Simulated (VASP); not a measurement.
# GdN in VASP: settings compared

GdN is run at these levels: PBE, r2SCAN; tasks: single point.

Program: VASP 6.6.1. These are calculated values, not measurements. Logs are shortened: lines on timing, memory, paths and dates and some standing lists are left out, and cuts for length are marked.

### Step 1. The cell of the first run

Symmetry: Fm-3m, No. 225, cubic system. The conventional cell has a = 5.147 Å, b = 5.147 Å, c = 5.147 Å, α = 90.00°, β = 90.00°, γ = 90.00°. Gd (site symmetry m-3m) has 6 N at 2.57 Å within 3.4 Å. Within 3.4 Å of N (site symmetry m-3m) lie 6 Gd at 2.57 Å.

### Step 2. Single point, PBE, collinear spin, ferromagnetic start (17.04 Å³/atom)

Contents of INCAR:

```
ALGO = Normal
EDIFF = 1E-7
ENCUT = 520
GGA = PE
ISIF = 2
ISMEAR = 0
ISPIN = 2
LASPH = T
LCHARG = F
LMAXMIX = 6
LORBIT = 11
LREAL = F
LWAVE = F
MAGMOM = 7.57 0
NBANDS = 22
NELM = 150
PREC = Accurate
SIGMA = 0.05
```

Contents of KPOINTS:

```
k-points
0
Gamma
  12 12 12
```

Contents of POSCAR:

```
GdN
1.0
    0.0000000000      2.5732662276      2.5732662276
    2.5732662276      0.0000000000      2.5732662276
    2.5732662276      2.5732662276      0.0000000000
Gd N
1 1
Direct
    0.5000000000      0.5000000000      0.5000000000
    0.0000000000      0.0000000000      0.0000000000
```

Potentials or basis: VASP PAW PBE potentials, release 64 (Gd, N).

Run with:

```sh
$ cat potpaw_PBE.64/Gd/POTCAR potpaw_PBE.64/N/POTCAR > POTCAR
$ mpirun -np 1 vasp_std > vasp.out
```

OUTCAR:

```text
EDIFF = 1E-7
   ENCUT = 520
   GGA = PE
   ISIF = 2
   ISMEAR = 0
   ISPIN = 2
   LASPH = T
   LORBIT = 11
   LREAL = F
   NELM = 150
   PREC = Accurate

 ion  position               nearest neighbor table
   1  0.500  0.500  0.500-   2 2.57   2 2.57   2 2.57   2 2.57   2 2.57   2 2.57
   2  0.000  0.000  0.000-   1 2.57   1 2.57   1 2.57   1 2.57   1 2.57   1 2.57

  LATTYP: Found a face centered cubic cell.
 ALAT       =     5.1465324552

  Lattice vectors:

 A1 = (   0.0000000000,   2.5732662276,   2.5732662276)
 A2 = (   2.5732662276,   0.0000000000,   2.5732662276)
 A3 = (   2.5732662276,   2.5732662276,   0.0000000000)

Analysis of symmetry for initial positions (statically):
=====================================================================
 Subroutine PRICEL returns:
 Original cell was already a primitive cell.

 Routine SETGRP: Setting up the symmetry group for a
 face centered cubic supercell.

 Subroutine GETGRP returns: Found 48 space group operations
 (whereof 48 operations were pure point group operations)
 out of a pool of 48 trial point group operations.

The static configuration has the point symmetry O_h .

Analysis of symmetry for dynamics (positions and initial velocities):
=====================================================================
 Subroutine PRICEL returns:
 Original cell was already a primitive cell.

 Routine SETGRP: Setting up the symmetry group for a
 face centered cubic supercell.

 Subroutine GETGRP returns: Found 48 space group operations
 (whereof 48 operations were pure point group operations)
 out of a pool of 48 trial point group operations.

The dynamic configuration has the point symmetry O_h .

Analysis of structural, dynamic, and magnetic symmetry:
=====================================================================
 Subroutine PRICEL returns:
 Original cell was already a primitive cell.

 Routine SETGRP: Setting up the symmetry group for a
 face centered cubic supercell.

 Subroutine GETGRP returns: Found 48 space group operations
 (whereof 48 operations were pure point group operations)
 out of a pool of 48 trial point group operations.

The overall configuration has the point symmetry O_h .

 Subroutine INISYM returns: Found 48 space group operations
 (whereof 48 operations are pure point group operations),
 and found     1 'primitive' translations

----------------------------------------------------------------------------------------

                                     Primitive cell

  volume of cell :      34.0788

  direct lattice vectors                    reciprocal lattice vectors
     0.000000000  2.573266228  2.573266228    -0.194305585  0.194305585  0.194305585
     2.573266228  0.000000000  2.573266228     0.194305585 -0.194305585  0.194305585
     2.573266228  2.573266228  0.000000000     0.194305585  0.194305585 -0.194305585

  length of vectors
     3.639147999  3.639147999  3.639147999     0.336547146  0.336547146  0.336547146

  position of ions in fractional coordinates (direct lattice)
     0.500000000  0.500000000  0.500000000
     0.000000000  0.000000000  0.000000000

  ion indices of the primitive-cell ions
   primitive index   ion index
                 1           1
                 2           2

----------------------------------------------------------------------------------------

 KPOINTS: k-points

Automatic generation of k-mesh.
 Grid dimensions read from file:
 generate k-points for:   12   12   12

 Generating k-lattice:

  Cartesian coordinates                     Fractional coordinates (reciprocal lattice)
    -0.016192132  0.016192132  0.016192132     0.083333333  0.000000000  0.000000000
     0.016192132 -0.016192132  0.016192132     0.000000000  0.083333333  0.000000000
     0.016192132  0.016192132 -0.016192132     0.000000000  0.000000000  0.083333333

  Length of vectors
     0.028045595  0.028045595  0.028045595

  Shift w.r.t. Gamma in fractional coordinates (k-lattice)
     0.000000000  0.000000000  0.000000000

 Subroutine IBZKPT returns following result:
 ===========================================

 Found     72 irreducible k-points:

 Following reciprocal coordinates:
            Coordinates               Weight
  0.000000  0.000000  0.000000      1.000000
  0.083333  0.000000  0.000000      8.000000
  0.166667  0.000000  0.000000      8.000000
  0.250000  0.000000  0.000000      8.000000
  0.333333  0.000000  0.000000      8.000000
  0.416667  0.000000  0.000000      8.000000
[... 16 lines left out ...]
  0.500000  0.166667  0.000000     24.000000
 -0.416667  0.166667  0.000000     24.000000
 [... further k-points ...]
   k-points           NKPTS =     72   k-points in BZ     NKDIM =     72   number of bands    NBANDS=     22
   number of dos      NEDOS =    301   number of ions     NIONS =      2
   total plane-waves  NPLWV =  21952
   dimension x,y,z NGX =    28 NGY =   28 NGZ =   28
   dimension x,y,z NGXF=    56 NGYF=   56 NGZF=   56
[... 27 lines left out ...]
   EFERMI =   0.00;   METHOD = LEGACY
   ISMEAR =     0;   SIGMA  =   0.05  broadening in eV -4-tet -1-fermi 0-gaus
   EFERMI_NEDOS =   21; number of points for ismear=-14 and -15
   IALGO  =     38    algorithm
   IMIX   =      4    mixing-type and parameters
     AMIX     =   0.40;   BMIX     =  1.00
     AMIX_MAG =   1.60;   BMIX_MAG =  1.00
  volume/ion in A,a.u.               =      17.04       114.99
  Fermi-wavevector in a.u.,A,eV,Ry     =   1.436005  2.713657 28.056728  2.062111
  Thomas-Fermi vector in A             =   2.555241
   LORBIT       =     11    0 simple, 1 ext, 2 COOP (PROOUT), +10 PAW based schemes
   GGA     = PE    functional components
   LHFCALC =     F    Hartree Fock is set to
   AEXX    =    0.0000 exact exchange contribution
   IVDW    =     0    specifies the selected vdW correction
   LEPSILON=     F    determine dielectric tensor
   LRPA    =     F    only Hartree local field effects (RPA)
 spin polarized calculation
 Gauss-broadening in eV      SIGMA  =   0.05
  energy-cutoff  :      520.00
  volume of cell :       34.08
 maximum number of plane-waves:       941
   NGX = 13   NGY = 13   NGZ = 13

 number of electron      22.9999997 magnetization       7.0000169

 Free energy of the ion-electron system (eV)
  ---------------------------------------------------
  ext. energy  EPLUGINS =         0.00000000
  ---------------------------------------------------
  free energy    TOTEN  =       -23.09710546 eV

  energy without entropy =      -23.09700037  energy(sigma->0) =      -23.09705291

 E-fermi :   3.3346     XC(G=0): -11.0856

 val. band max:        3.3336545803   @ k =   0.0833   0.0833   0.0000
 cond. band min:       3.5068253041   @ k =   0.0000   0.0000   0.0000
 fundamental gap:      0.1731707239
 Fermi energy:         3.3345622588

 spin component 1

 k-point     1 :       0.0000    0.0000    0.0000
  band No.  band energies     occupation
      1     -40.7228      1.00000
      2     -17.7848      1.00000
      3     -17.7848      1.00000
      4     -17.7848      1.00000
      5      -9.4021      1.00000
      6      -0.4827      1.00000
[... 14 lines left out ...]
     21       7.6657      0.00000
     22      13.6697      0.00000
[... 552 lines left out ...]
  band No.  band energies     occupation
      1     -40.6584      1.00000
      2     -18.5083      1.00000
      3     -17.9912      1.00000
      4     -17.8824      1.00000
      5      -8.2434      1.00000
      6      -0.4682      1.00000
[... 14 lines left out ...]
     21      12.6056      0.00000
     22      14.3203      0.00000

 [... further k-points ...]

 spin component 2

 k-point     1 :       0.0000    0.0000    0.0000
  band No.  band energies     occupation
      1     -37.6092      1.00000
      2     -15.5400      1.00000
      3     -15.5400      1.00000
      4     -15.5400      1.00000
      5      -9.4146      1.00000
      6       2.5937      1.00000
[... 14 lines left out ...]
     21       8.6049      0.00000
     22      14.4738      0.00000
[... 552 lines left out ...]
  band No.  band energies     occupation
      1     -37.5247      1.00000
      2     -16.5075      1.00000
      3     -15.7974      1.00000
      4     -15.6561      1.00000
      5      -8.1600      1.00000
      6       0.0675      1.00000
[... 14 lines left out ...]
     21      13.6419      0.00000
     22      15.1618      0.00000

 [... further k-points ...]

------------------------ aborting loop because EDIFF is reached ----------------------------------------

  FORCE on cell =-STRESS in cart. coord.  units (eV):
  Direction    XX          YY          ZZ          XY          YZ          ZX
  --------------------------------------------------------------------------------------
  -------------------------------------------------------------------------------------
  Total       -2.4645374     -2.4645374     -2.4645374     -0.0000000      0.0000000      0.0000000
  in kB     -115.8675529   -115.8675529   -115.8675529     -0.0000000      0.0000000      0.0000000
  external PRESSURE =    -115.8675529 kB  Pullay stress =       0.0000000 kB

 VOLUME and BASIS-vectors are now :
 -----------------------------------------------------------------------------
  energy-cutoff  :      520.00
  volume of cell :       34.08
      direct lattice vectors                 reciprocal lattice vectors
     0.000000000  2.573266228  2.573266228    -0.194305585  0.194305585  0.194305585
     2.573266228  0.000000000  2.573266228     0.194305585 -0.194305585  0.194305585
     2.573266228  2.573266228  0.000000000     0.194305585  0.194305585 -0.194305585

 POSITION                                       TOTAL-FORCE (eV/Angst)
 -----------------------------------------------------------------------------------
      2.57327      2.57327      2.57327        -0.000000     -0.000000     -0.000000
      0.00000      0.00000      0.00000         0.000000      0.000000      0.000000
 -----------------------------------------------------------------------------------
    total drift:                                0.000000      0.000000      0.000000

  FREE ENERGIE OF THE ION-ELECTRON SYSTEM (eV)
  ---------------------------------------------------
  free  energy   TOTEN  =       -23.0971054595 eV

  energy  without entropy=      -23.0970003664  energy(sigma->0) =      -23.09705291

 total charge

# of ion       s       p       d       f       tot
--------------------------------------------------
    1        2.029   5.646   0.476   7.002  15.153
    2        1.246   2.337   0.000   0.000   3.584
--------------------------------------------------
tot          3.275   7.983   0.476   7.002  18.736

 magnetization (x)

# of ion       s       p       d       f       tot
--------------------------------------------------
    1       -0.006  -0.083   0.074   6.818   6.804
    2       -0.006  -0.069   0.000   0.000  -0.075
--------------------------------------------------
tot         -0.012  -0.152   0.074   6.818   6.729
```

It took 5.7 min on 1 thread of Intel Xeon 6975P-C (Granite Rapids), shared host; peak memory 0.25 GiB.

Results:

```
Free energy                                           : -23.0971 eV
Pressure                                              : -11.6 GPa
Band gap on the k mesh                                : zero (filled and empty bands overlap)
Net moment                                            : 7.00 μB per cell
Site moments                                          : Gd +6.80; N -0.07 μB
Valence electrons inside the program's atomic spheres : Gd 15.15; N 3.58
```

Levels at points of the mesh, in eV from the Fermi level:
Spin up:
```csv
k point,band 13,band 14,band 15,band 16,band 17,band 18
"(0.00, 0.00, 0.00)",0.17,0.17,0.17,2.45,2.45,2.45
"(0.50, 0.00, 0.00)",-3.54,-2.26,-2.26,4.72,5.40,5.40
"(0.50, 0.50, 0.00)",-1.56,-0.30,-0.30,-0.22,5.70,5.98
```
Spin down:
```
           k point  band 5  band 6  band 7  band 8  band 9  band 10  band 11  band 12
(0.00, 0.00, 0.00)  -12.75   -0.74   -0.74   -0.74    1.46     1.89     1.89     1.89
(0.50, 0.00, 0.00)  -11.25   -3.77   -2.14   -2.14    1.56     1.65     1.65     1.84
(0.50, 0.50, 0.00)  -12.43   -1.27   -0.79   -0.79    0.45     1.69     1.74     1.78
```

Caveat: the cell stands under tension; spin-orbit coupling is left out, which moves the levels of the heavy elements; a cell with one magnetic atom can't hold antiferromagnetic order, which such compounds often take; semilocal functionals describe open f shells poorly, which spoils levels, moments and volumes.

### Step 3. Single point, r2SCAN, collinear spin, ferromagnetic start

This run uses another cell than the first one, of 15.49 Å³/atom.

Contents of POSCAR:

```
GdN
1.0
    0.0000000000      2.4927984072      2.4927984072
    2.4927984072      0.0000000000      2.4927984072
    2.4927984072      2.4927984072      0.0000000000
Gd N
1 1
Direct
    0.5000000000      0.5000000000      0.5000000000
    0.0000000000      0.0000000000      0.0000000000
```

Contents of INCAR.step1:

```
SYSTEM = GdN
ALGO = Normal
EDIFF = 1E-4
ENCUT = 520
GGA = PE
ISMEAR = 0
ISPIN = 2
LASPH = .True.
LCHARG = .False.
LMAXMIX = 6
LREAL = .False.
LWAVE = .True.
MAGMOM = 7 0
NBANDS = 22
NELM = 150
PREC = Accurate
SIGMA = 0.05
```

Contents of INCAR.step2:

```
SYSTEM = GdN
ALGO = Normal
EDIFF = 1E-6
ENCUT = 520
ISIF = 2
ISMEAR = 0
ISPIN = 2
ISTART = 1
LASPH = .True.
LCHARG = .False.
LMAXMIX = 6
LMIXTAU = .True.
LORBIT = 11
LREAL = .False.
LWAVE = .False.
MAGMOM = 7 0
METAGGA = R2SCAN
NBANDS = 22
NELM = 150
PREC = Accurate
SIGMA = 0.05
```

Contents of KPOINTS:

```
k-points
0
Gamma
  12 12 12
  0 0 0
```

Potentials or basis: VASP PAW PBE potentials, release 64 (Gd, N).

Run with:

```sh
$ cat potpaw_PBE.64/Gd/POTCAR potpaw_PBE.64/N/POTCAR > POTCAR
$ cp INCAR.step1 INCAR
$ mpirun -np 1 vasp_std > vasp.out
$ cp INCAR.step2 INCAR
$ mpirun -np 1 vasp_std > vasp.out
```

It took 10 min on 1 thread of Intel Xeon 6975P-C (Granite Rapids), shared host; peak memory 0.25 GiB.

It converged, with:

- Free energy: -53.8559 eV
- Pressure: -1.1 GPa
- Band gap on the k mesh: zero (filled and empty bands overlap)
- Net moment: 7.00 μB per cell
- Site moments: Gd +6.79; N -0.12 μB
- Valence electrons inside the program's atomic spheres: Gd 15.23; N 3.67

Levels at points of the mesh, in eV from the Fermi level:
Spin up:
| k point | band 11 | band 12 | band 13 | band 14 | band 15 | band 16 | band 17 | band 18 | band 19 | band 20 |
| --- | --- | --- | --- | --- | --- | --- | --- | --- | --- | --- |
| (0.00, 0.00, 0.00) | -3.74 | -3.74 | 0.20 | 0.20 | 0.20 | 2.71 | 2.71 | 2.71 | 3.72 | 4.85 |
| (0.50, 0.00, 0.00) | -3.77 | -3.74 | -3.73 | -2.69 | -2.69 | 5.48 | 6.13 | 6.13 | 7.10 | 10.35 |
| (0.50, 0.50, 0.00) | -3.81 | -3.79 | -1.57 | -0.27 | -0.27 | -0.26 | 6.70 | 6.88 | 7.77 | 7.77 |
Spin down:
```csv
k point,band 4,band 5,band 6,band 7,band 8,band 9,band 10,band 11,band 12,band 13
"(0.00, 0.00, 0.00)",-19.18,-13.90,-0.86,-0.86,-0.86,2.82,3.48,3.48,3.48,3.69
"(0.50, 0.00, 0.00)",-19.28,-11.94,-4.14,-2.61,-2.61,2.96,3.12,3.12,3.41,3.41
"(0.50, 0.50, 0.00)",-19.61,-13.68,-1.19,-0.84,-0.84,0.53,3.19,3.25,3.31,3.31
```

Caveat: the PAW data sets were made with another functional, which shifts forces and pressure a little; spin-orbit coupling is left out, which moves the levels of the heavy elements; a cell with one magnetic atom can't hold antiferromagnetic order, which such compounds often take; semilocal functionals describe open f shells poorly, which spoils levels, moments and volumes. The state reached can hang on the start; a lower one may exist.

### Step 4. Single point, PBE, collinear spin, ferromagnetic start

This run uses another cell than the first one, of 15.49 Å³/atom.

Contents of INCAR:

```
SYSTEM = GdN
ALGO     = Normal         ! electronic algorithm
EDIFF    = 1E-6           ! SCF threshold, eV
ENCUT    = 520            ! plane-wave cutoff, eV
GGA      = PE             ! functional
ISIF     = 2              ! what is computed and relaxed
ISMEAR   = 0              ! smearing method
ISPIN    = 2              ! spin polarisation
LASPH    = .TRUE.         ! aspherical terms in the spheres
LCHARG   = .TRUE.         ! write CHGCAR
LELF     = .TRUE.         ! ELF
LMAXMIX  = 6              ! l up to which the mixer works
LORBIT   = 11             ! projections on sites
LREAL    = .FALSE.        ! projectors in reciprocal space
LVHAR    = .TRUE.       
LWAVE    = .FALSE.        ! write WAVECAR
MAGMOM   = 7.55 0         ! initial moments
NBANDS   = 22             ! bands
NELM     = 150            ! most SCF steps
PREC     = Accurate       ! precision mode
SIGMA    = 0.05           ! smearing width, eV
```

Contents of KPOINTS:

```
k-points
0
G
  12 12 12
  0 0 0
```

POSCAR, as its differences from that of step 3:

```diff
@@ -9,2 +9,2 @@
     0.5000000000      0.5000000000      0.5000000000
-    0.0000000000      0.0000000000      0.0000000000
+    0.0040115558     -0.0040115558      0.0040115558
```

Run with:

```sh
$ cat potpaw_PBE.64/Gd/POTCAR potpaw_PBE.64/N/POTCAR > POTCAR
$ mpirun -np 1 vasp_std > vasp.out
```

It took 13 min on 1 thread of Intel Xeon 6975P-C (Granite Rapids), shared host; peak memory 0.34 GiB.

It converged, with:

```
Free energy                                           : -23.2163 eV
Pressure                                              : 0.1 GPa
Largest force                                         : 0.017 eV/Å
Band gap on the k mesh                                : zero (filled and empty bands overlap)
Net moment                                            : 7.00 μB per cell
Site moments                                          : Gd +6.80; N -0.08 μB
Valence electrons inside the program's atomic spheres : Gd 15.23; N 3.63
```

Forces in eV/Å, atoms in the order of the input:
```
Gd   0.000  0.017  0.000
N    0.000 -0.017  0.000
```

Levels at points of the mesh, in eV from the Fermi level:
Spin up:
```tsv
k point	band 13	band 14	band 15	band 16	band 17	band 18
(0.00, 0.00, 0.00)	0.20	0.20	0.20	2.45	2.45	2.45
(0.50, 0.00, 0.00)	-3.25	-2.63	-2.63	5.05	5.81	5.82
(0.50, 0.50, 0.00)	-1.51	-0.56	-0.25	-0.21	6.45	6.49
(0.50, 0.00, 0.50)	-1.51	-0.52	-0.24	-0.24	6.45	6.49
```
Spin down:
```tsv
k point	band 4	band 5	band 6	band 7	band 8	band 9	band 10	band 11	band 12	band 13
(0.00, 0.00, 0.00)	-18.56	-13.09	-0.92	-0.92	-0.92	1.65	2.18	2.18	2.18	2.81
(0.50, 0.00, 0.00)	-18.67	-11.18	-4.13	-2.50	-2.50	1.78	1.88	1.88	2.12	2.12
(0.50, 0.50, 0.00)	-18.99	-12.81	-1.17	-0.87	-0.86	0.20	1.93	1.99	2.04	2.04
(0.50, 0.00, 0.50)	-18.99	-12.81	-1.16	-0.86	-0.86	0.19	1.93	1.99	2.04	2.04
```

Caveat: spin-orbit coupling is left out, which moves the levels of the heavy elements; a cell with one magnetic atom can't hold antiferromagnetic order, which such compounds often take; semilocal functionals describe open f shells poorly, which spoils levels, moments and volumes. With open d or f shells a metallic result of PBE can be an artefact of self-interaction; +U or a hybrid may open a gap.

### Step 5. The runs side by side

| level | cell | gap on the mesh (eV) | pressure (GPa) | moment (μB) |
| --- | --- | --- | --- | --- |
| PBE | a = 3.639 Å, angles 60.0°, 2 atoms, atomic positions A | none | -11.6 | 7.00 |
| r2SCAN | a = 3.525 Å, angles 60.0°, 2 atoms, atomic positions A | none | -1.1 | 7.00 |
| PBE | a = 3.525 Å, angles 60.0°, 2 atoms, atomic positions B | none | 0.1 | 7.00 |

Alike in all rows: task single point; potentials or basis VASP PAW PBE potentials, release 64 (Gd, N); spin collinear, ferromagnetic start; k mesh 12 × 12 × 12; cutoff (eV) 520; smearing gaussian 0.05 eV.

Caveats: spin-orbit coupling is left out, which moves the levels of the heavy elements; a cell with one magnetic atom can't hold antiferromagnetic order, which such compounds often take; semilocal functionals describe open f shells poorly, which spoils levels, moments and volumes; the cell stands under tension (at least some runs); the PAW data sets were made with another functional, which shifts forces and pressure a little (at least some runs).

Absolute energies hang on the potentials; compare differences alone.

The gap in the log of VASP goes by the Fermi energy; the results here count the filled bands.